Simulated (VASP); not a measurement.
A run of VASP 6.6.1:

The input INCAR:

```
PREC     = Accurate       # precision mode
ENCUT    = 520            # plane-wave cutoff, eV
EDIFF    = 1E-6           # SCF threshold, eV
ISMEAR   = 0              # smearing method
SIGMA    = 0.02           # smearing width, eV
LREAL    = F              # projectors in reciprocal space
LASPH    = T              # aspherical terms in the spheres
NELM     = 80             # most SCF steps
ALGO     = Normal         # electronic algorithm
ISIF     = 2              # what is computed and relaxed
LWAVE    = F              # write WAVECAR
LCHARG   = F              # write CHGCAR
GGA      = PE             # functional
NBANDS   = 28             # bands
```

File KPOINTS:

```
regular mesh
0
Gamma
  8 8 6
```

The input POSCAR:

```
SnSe
1.0
    3.0307985792      3.0307985792      0.0000000000
   -3.0307985792      3.0307985792      0.0000000000
    0.0000000000      0.0000000000      6.3343690306
Sn Se
2 2
Direct
    0.0000000000      0.0000000000      0.0000000000
    0.5000000000      0.5000000000      0.5000000000
    0.5000000000      0.5000000000      0.0000000000
    0.0000000000      0.0000000000      0.5000000000
```

Potentials or basis: VASP PAW PBE potentials, release 64 (Sn_d, Se).

Run with:

```sh
$ cat potpaw_PBE.64/Sn_d/POTCAR potpaw_PBE.64/Se/POTCAR > POTCAR
$ mpirun -np 1 vasp_std > vasp.out
```

Hardware: 1 thread of AMD EPYC 7R43 64-Core Processor (Zen 3), on a shared host.

How long does it take, and how much memory?

Run time: 2.7 min on 1 thread of AMD EPYC 7R43 64-Core Processor (Zen 3), on a shared host, peak memory 0.27 GiB. Counts: scf iterations 13, k points 60.
